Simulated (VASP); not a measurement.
Mg, 12 atoms in the cell. The cell holds a slab with vacuum, 12 atoms: a = 6.420 Å, b = 6.420 Å, c = 16.213 Å, α = 90.00°, β = 90.00°, γ = 60.00°. 

| Property | Result |
| --- | --- |
| Program | VASP 6.6.1 |
| Task | single point |
| Functional | PBE |
| Potentials or basis | VASP PAW PBE potentials, release 64 (Mg) |
| Cutoff | 520 eV |
| k mesh | 2 × 2 × 1 |
| Occupations | fermi-dirac, width 0.15 eV |
| Spin | no spin polarisation |
| Dipole correction | no |
| Further INCAR settings | ALGO = Normal; EDIFF = 1e-06; NBANDS = 24 |

Potentials or basis: VASP PAW PBE potentials, release 64 (Mg).

Run with:

```bash
$ cat potpaw_PBE.64/Mg/POTCAR > POTCAR
$ mpirun -np 1 vasp_std > vasp.out
```

Hardware: 1 thread of AMD EPYC 7R13 (shared host).

Problem. Estimate the wall time of this run.

Solution. Wall time 3.8 min on 1 thread of AMD EPYC 7R13, with other jobs on the host, peak memory 0.54 GiB. Counts: scf iterations 18, k points 4.
